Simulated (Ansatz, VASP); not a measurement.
LiH: VASP beside Ansatz

```
Li H
1.0
     1.37865   -2.74661    0.00000
     1.37865    2.74661    0.00000
     0.00000    0.00000    2.63855
Li H
1 1
Direct
  0.50000 0.50000 0.50000
  0.00000 0.00000 0.00000
```

Change from the starting cell: species swapped into the TiNb type (Cmmm, No. 65).

Alike in both runs: functional PBE; k mesh 24 × 24 × 14; occupations gaussian, width 0.1 eV; no spin polarisation.

Ansatz relaxed the structure, and its values are those at the end. VASP's run is a single point on that final structure, the one shown.

```csv
,VASP,Ansatz
version,VASP 6.6.1,Ansatz 0.2.0
potentials or method,"VASP PAW PBE potentials, release 64 (Li_sv, H), cutoff 520 eV","scalar-relativistic, plane waves, PAW"
valence electrons in the cell,4,4
```

```tsv
	VASP	Ansatz	Ansatz less VASP
gap on the k mesh at the Fermi level (eV)	0.08	0.08	+0.002
least direct gap on the mesh (eV)	2.97	2.98	+0.009
```

Noted on VASP's run: the cutoff is under 1.25 times that of the potentials, so the pressure is a little rough.
